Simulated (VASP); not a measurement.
# Hg: single point with LDA

The system is Hg.

```
Hg
1.0
     0.00000    2.92958    2.92958
     2.92958    0.00000    2.92958
     2.92958    2.92958    0.00000
Hg
2
Cartesian
  0.0000 0.0000 0.0000
  1.4648 1.4648 1.4648
```

| Property | Result |
| --- | --- |
| Program | VASP 6.6.1 |
| Task | single point |
| Functional | LDA |
| Potentials or basis | VASP PAW LDA potentials, release 64 (Hg) |
| Cutoff | 520 eV |
| k mesh | 6 × 6 × 6 |
| Occupations | fermi-dirac, width 0.1 eV |
| Spin | no spin polarisation |

```
Pressure               : 21.9 GPa
Band gap on the k mesh : zero (band 12 reaches 8.97 eV, above the bottom of band 13 at 1.76 eV)
```

Levels at points of the mesh, in eV from the Fermi level:
```tsv
k point	band 9	band 10	band 11	band 12	band 13	band 14	band 15	band 16
(0.00, 0.00, 0.00)	-7.05	-6.14	-6.14	6.38	7.06	7.06	7.06	7.79
(0.50, 0.00, 0.00)	-6.22	-6.22	-4.61	-4.11	4.06	4.06	6.30	7.71
(0.50, 0.50, 0.00)	-6.05	-6.05	-3.56	-3.56	0.88	0.88	5.39	5.39
```

It took 6.5 s on 1 thread of Intel(R) Xeon(R) 6975P-C (Granite Rapids) (shared host), peak memory 0.15 GiB.

Caveat: spin-orbit coupling is left out, which moves the levels of the heavy elements.
